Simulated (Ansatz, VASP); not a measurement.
**B in VASP and in Ansatz**

The input INCAR:

```
SYSTEM = B
ALGO = Normal
EDIFF = 1E-6
EDIFFG = -0.04
ENCUT = 600
GGA = PE
IBRION = 2
ISIF = 3
ISMEAR = 0
LASPH = .True.
LCHARG = .False.
LREAL = .False.
LWAVE = .False.
NELM = 60
NSW = 90
PREC = Accurate
SIGMA = 0.1
```

The input KPOINTS:

```
k-points
0
Gamma
  4 4 6
  0 0 0
```

Contents of POSCAR:

```
B
1.0
    6.0361211100      0.0000000000      0.0000000000
    0.0000000000      6.0361211100      0.0000000000
    0.0000000000      0.0000000000      2.8480366000
B
8
Direct
    0.5000000000      0.9350230500      0.0000000000
    0.5000000000      0.0649769500      0.5000000000
    0.0649769500      0.5000000000      0.7500000000
    0.9350230500      0.5000000000      0.2500000000
    0.5000000000      0.6678200100      0.0000000000
    0.5000000000      0.3321799900      0.5000000000
    0.3321799900      0.5000000000      0.7500000000
    0.6678200100      0.5000000000      0.2500000000
```

Input for Ansatz:

```yaml
crystal:
  lattice:
    - [6.03612111, 0.0, 0.0]
    - [0.0, 6.03612111, 0.0]
    - [0.0, 0.0, 2.8480366]
  atoms:
    - { symbol: B, position: [0.5, 0.93502305, 0.0] }
    - { symbol: B, position: [0.5, 0.06497695, 0.5] }
    - { symbol: B, position: [0.06497695, 0.5, 0.75] }
    - { symbol: B, position: [0.93502305, 0.5, 0.25] }
    - { symbol: B, position: [0.5, 0.66782001, 0.0] }
    - { symbol: B, position: [0.5, 0.33217999, 0.5] }
    - { symbol: B, position: [0.33217999, 0.5, 0.75] }
    - { symbol: B, position: [0.66782001, 0.5, 0.25] }
basis:
  ecutwfc: 420
kpoints:
  mp_grid: { grid: [4, 4, 6] }
hamiltonian:
  xc: pbe
scf:
  occupations: { method: gaussian, width: 0.1 }
  lower_state_search: "off"
output:
  forces: true
  stress: true
  eigenvalues: true
relax:
  adjacent_minimum: "off"
  f_tol: 0.04
  max_steps: 70
  cell: { stress_tol: 0.4 }
```

Alike in both runs: task relaxation of cell and atoms; functional PBE; k mesh 4 × 4 × 6; occupations gaussian, width 0.1 eV; no spin polarisation.

|  | VASP | Ansatz |
| --- | --- | --- |
| version | VASP 6.6.1 | Ansatz 0.2.0 |
| potentials or method | VASP PAW PBE potentials, release 64 (B), cutoff 600 eV | scalar-relativistic, plane waves, PAW |
| valence electrons in the cell | 24 | 24 |

Ansatz gave:

| Property | Result |
| --- | --- |
| gap on the k mesh at the Fermi level, each at its own relaxed structure (eV) | none |
| relaxed volume (Å³/atom) | 9.18 |
| relaxed cell length with the largest relative difference (Å) | 2.906 |

**Question.** What did VASP give for the same quantities?

**Answer.** gap on the k mesh at the Fermi level, each at its own relaxed structure (eV): none; relaxed volume (Å³/atom): 9.19; relaxed cell length with the largest relative difference (Å): 2.902.

A gap of «none» marks a metal or a gap that the smearing closes.

The k mesh is coarse, so the values compare programs but aren't converged. Noted on VASP's run: the volume moved by over 15 % at a fixed basis, so the end points are rough.
